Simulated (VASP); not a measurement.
# EuS (Fm-3m) in VASP: a series of runs, part 2 of 2

VASP 6.6.1. Earlier steps stand in the parts before.

## 4. Single point, LDA, collinear spin, ferromagnetic start

This run uses another cell than the first one, of 28.01 Å³/atom.

INCAR

```
SYSTEM = EuS
PREC = Accurate ; ENCUT = 600
EDIFF = 1E-6 ; ISMEAR = -1
SIGMA = 0.05 ; LREAL = .FALSE.
LASPH = .TRUE. ; NELM = 200
ALGO = Normal ; ISIF = 2
LWAVE = .FALSE. ; LCHARG = .TRUE.
ISPIN = 2 ; MAGMOM = 7 0
LORBIT = 11 ; LMAXMIX = 6
GGA = CA ; LELF = .TRUE.
LVHAR = .TRUE. ; NBANDS = 22
GGA_COMPAT = .FALSE.
```

KPOINTS

```
regular mesh
0
G
  8 8 8
  0 0 0
```

POSCAR

```
EuS
1.0
    0.0000000000      3.0369167916      3.0369167916
    3.0369167916      0.0000000000      3.0369167916
    3.0369167916      3.0369167916      0.0000000000
Eu S
1 1
Direct
    0.0000000000      0.0000000000      0.0000000000
    0.5000000000      0.5000000000      0.5000000000
```

Potentials or basis: VASP PAW PBE potentials, release 64 (Eu, S).

The run is started by

```console
cat potpaw_PBE.64/Eu/POTCAR potpaw_PBE.64/S/POTCAR > POTCAR
mpirun -np 1 vasp_std > vasp.out
```

OUTCAR:

```text
SYSTEM = EuS
   PREC = Accurate
   ENCUT = 600
   EDIFF = 1E-6
   ISMEAR = -1
   LREAL = .FALSE.
   LASPH = .TRUE.
   NELM = 200
   ISIF = 2
   ISPIN = 2
   LORBIT = 11
   GGA = CA

 ion  position               nearest neighbor table
   1  0.000  0.000  0.000-   2 3.04   2 3.04   2 3.04   2 3.04   2 3.04   2 3.04
   2  0.500  0.500  0.500-   1 3.04   1 3.04   1 3.04   1 3.04   1 3.04   1 3.04

  LATTYP: Found a face centered cubic cell.
 ALAT       =     6.0738335832

  Lattice vectors:

 A1 = (   0.0000000000,   3.0369167916,   3.0369167916)
 A2 = (   3.0369167916,   0.0000000000,   3.0369167916)
 A3 = (   3.0369167916,   3.0369167916,   0.0000000000)

Analysis of symmetry for initial positions (statically):
=====================================================================
 Subroutine PRICEL returns:
 Original cell was already a primitive cell.

 Routine SETGRP: Setting up the symmetry group for a
 face centered cubic supercell.

 Subroutine GETGRP returns: Found 48 space group operations
 (whereof 48 operations were pure point group operations)
 out of a pool of 48 trial point group operations.

The static configuration has the point symmetry O_h .

Analysis of symmetry for dynamics (positions and initial velocities):
=====================================================================
 Subroutine PRICEL returns:
 Original cell was already a primitive cell.

 Routine SETGRP: Setting up the symmetry group for a
 face centered cubic supercell.

 Subroutine GETGRP returns: Found 48 space group operations
 (whereof 48 operations were pure point group operations)
 out of a pool of 48 trial point group operations.

The dynamic configuration has the point symmetry O_h .

Analysis of structural, dynamic, and magnetic symmetry:
=====================================================================
 Subroutine PRICEL returns:
[... 143 lines left out ...]
 maximum number of plane-waves:      1895
 NGX is ok and might be reduce to    36
   NGX = 17   NGY = 17   NGZ = 17

 number of electron      23.0000001 magnetization       6.9716220

 Free energy of the ion-electron system (eV)
  ---------------------------------------------------
  ext. energy  EPLUGINS =         0.00000000
  ---------------------------------------------------
  free energy    TOTEN  =       -20.37398066 eV

  energy without entropy =      -20.36228124  energy(sigma->0) =      -20.36813095

 E-fermi :   3.6480     XC(G=0):  -9.7348

 val. band max:        3.6142576366   @ k =   0.3750   0.3750   0.0000
 cond. band min:       3.6573921274   @ k =   0.0000   0.0000   0.0000
 fundamental gap:      0.0431344907
 Fermi energy:         3.6480496294

 spin component 1

 k-point     1 :       0.0000    0.0000    0.0000
  band No.  band energies     occupation
      1     -37.6521      1.00000
      2     -16.5180      1.00000
      3     -16.5180      1.00000
      4     -16.5180      1.00000
      5      -9.5661      1.00000
      6       0.9649      1.00000
[... 589 lines left out ...]
     21       9.4980      0.00000
     22      10.1896      0.00000

 [... further k-points ...]

 spin component 2

 k-point     1 :       0.0000    0.0000    0.0000
  band No.  band energies     occupation
      1     -34.8516      1.00000
      2     -14.4158      1.00000
      3     -14.4158      1.00000
      4     -14.4158      1.00000
      5      -9.5470      1.00000
      6       1.1280      1.00000
[... 589 lines left out ...]
     21      10.3595      0.00000
     22      10.9415      0.00000

 [... further k-points ...]
[... 5 lines left out ...]
  --------------------------------------------------------------------------------------
  -------------------------------------------------------------------------------------
  Total       -3.2294605     -3.2294605     -3.2294605     -0.0000000      0.0000000     -0.0000000
  in kB      -92.3659456    -92.3659456    -92.3659456     -0.0000000      0.0000000     -0.0000000
  external PRESSURE =     -92.3659456 kB  Pullay stress =       0.0000000 kB

 VOLUME and BASIS-vectors are now :
 -----------------------------------------------------------------------------
  energy-cutoff  :      600.00
  volume of cell :       56.02
      direct lattice vectors                 reciprocal lattice vectors
     0.000000000  3.036916792  3.036916792    -0.164640665  0.164640665  0.164640665
     3.036916792  0.000000000  3.036916792     0.164640665 -0.164640665  0.164640665
     3.036916792  3.036916792  0.000000000     0.164640665  0.164640665 -0.164640665

 POSITION                                       TOTAL-FORCE (eV/Angst)
 -----------------------------------------------------------------------------------
      0.00000      0.00000      0.00000        -0.000000      0.000000     -0.000000
      3.03692      3.03692      3.03692         0.000000     -0.000000      0.000000
 -----------------------------------------------------------------------------------
    total drift:                               -0.000000      0.000000      0.000000

  FREE ENERGIE OF THE ION-ELECTRON SYSTEM (eV)
  ---------------------------------------------------
  free  energy   TOTEN  =       -20.3739806561 eV

  energy  without entropy=      -20.3622812351  energy(sigma->0) =      -20.36813095

 total charge

# of ion       s       p       d       f       tot
--------------------------------------------------
    1        2.018   5.692   0.283   6.666  14.660
    2        1.307   2.371   0.000   0.000   3.678
--------------------------------------------------
tot          3.326   8.063   0.283   6.666  18.338

 magnetization (x)

# of ion       s       p       d       f       tot
--------------------------------------------------
    1       -0.010  -0.089   0.077   6.638   6.617
    2       -0.005  -0.050   0.000   0.000  -0.055
--------------------------------------------------
tot         -0.015  -0.139   0.077   6.638   6.561
```

It took 86 s on 1 thread of AMD EPYC 9R45 (Zen 5), shared host; peak memory 0.21 GiB.

What came out:

| Item | Value |
| --- | --- |
| Free energy | -20.3740 eV |
| Pressure | -9.2 GPa |
| Band gap on the k mesh | zero (filled and empty bands overlap) |
| Net moment | 6.97 μB per cell |
| Site moments | Eu +6.62; S -0.06 μB |
| Valence electrons inside the program's atomic spheres | Eu 14.66; S 3.68 |

Caveat: the cell stands under tension; the PAW data sets were made with another functional, which shifts forces and pressure a little; spin-orbit coupling is left out, which moves the levels of the heavy elements; a cell with one magnetic atom can't hold antiferromagnetic order, which such compounds often take; semilocal functionals describe open f shells poorly, which spoils levels, moments and volumes. With open d or f shells a metallic result of LDA can be an artefact of self-interaction; +U or a hybrid may open a gap.

## 5. Overview

```csv
level,cell,gap on the mesh (eV),pressure (GPa),moment (μB)
PBE,"a = 4.240 Å, angles 60.0°, 2 atoms",none,-3.5,6.98
LDA,"a = 4.268 Å, angles 60.0°, 2 atoms",none,-8.7,6.96
LDA,"a = 4.295 Å, angles 60.0°, 2 atoms",none,-9.2,6.97
```

Alike in all rows: task single point; potentials or basis VASP PAW PBE potentials, release 64 (Eu, S); spin collinear, ferromagnetic start; k mesh 8 × 8 × 8; cutoff (eV) 600; smearing fermi-dirac 0.05 eV.

Caveats: the cell stands under tension; spin-orbit coupling is left out, which moves the levels of the heavy elements; a cell with one magnetic atom can't hold antiferromagnetic order, which such compounds often take; semilocal functionals describe open f shells poorly, which spoils levels, moments and volumes; the PAW data sets were made with another functional, which shifts forces and pressure a little (at least some runs).

Total energies depend on the potentials used, so only differences within one code and one set of settings carry meaning.
